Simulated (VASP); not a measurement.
A run of VASP 6.6.1:

File POSCAR:

```
TiTe2
1.0
    0.0000000000      3.4401227243      3.4401227243
    3.4401227243      0.0000000000      3.4401227243
    3.4401227243      3.4401227243      0.0000000000
Ti Te
1 2
Direct
    0.0000000000      0.0000000000      0.0000000000
    0.2500000000      0.2500000000      0.2500000000
    0.7500000000      0.7500000000      0.7500000000
```

The input INCAR.step1:

```
ALGO = Normal ; EDIFF = 1E-5
ENCUT = 520 ; GGA = PE
ISIF = 2 ; ISMEAR = -1
LASPH = True ; LCHARG = False
LREAL = False ; LWAVE = True
NBANDS = 19 ; NELM = 60
PREC = Accurate ; SIGMA = 0.02
```

Contents of INCAR.step2:

```
AEXX = 0.15 ; ALGO = Normal
EDIFF = 1E-6 ; ENCUT = 520
GGA = PE ; ISIF = 2
ISMEAR = -1 ; ISTART = 1
LASPH = True ; LCHARG = False
LHFCALC = True ; LREAL = False
LWAVE = False ; NBANDS = 19
NELM = 60 ; PREC = Accurate
PRECFOCK = Normal ; SIGMA = 0.02
```

Contents of KPOINTS:

```
k-points
0
Gamma
  4 4 4
```

Potentials or basis: VASP PAW PBE potentials, release 64 (Ti_sv, Te).

Launch:

```bash
$ cat potpaw_PBE.64/Ti_sv/POTCAR potpaw_PBE.64/Te/POTCAR > POTCAR
$ cp INCAR.step1 INCAR
$ mpirun -np 1 vasp_std > vasp.out
$ cp INCAR.step2 INCAR
$ mpirun -np 1 vasp_std > vasp.out
```

Hardware: 1 thread of Intel Xeon 8259CL, with other jobs on the host.

Question: How long does it take, and how much memory?

Answer: Wall time 55 min on 1 thread of Intel Xeon 8259CL, on a shared host, peak memory 0.23 GiB. Counts: k points 8.
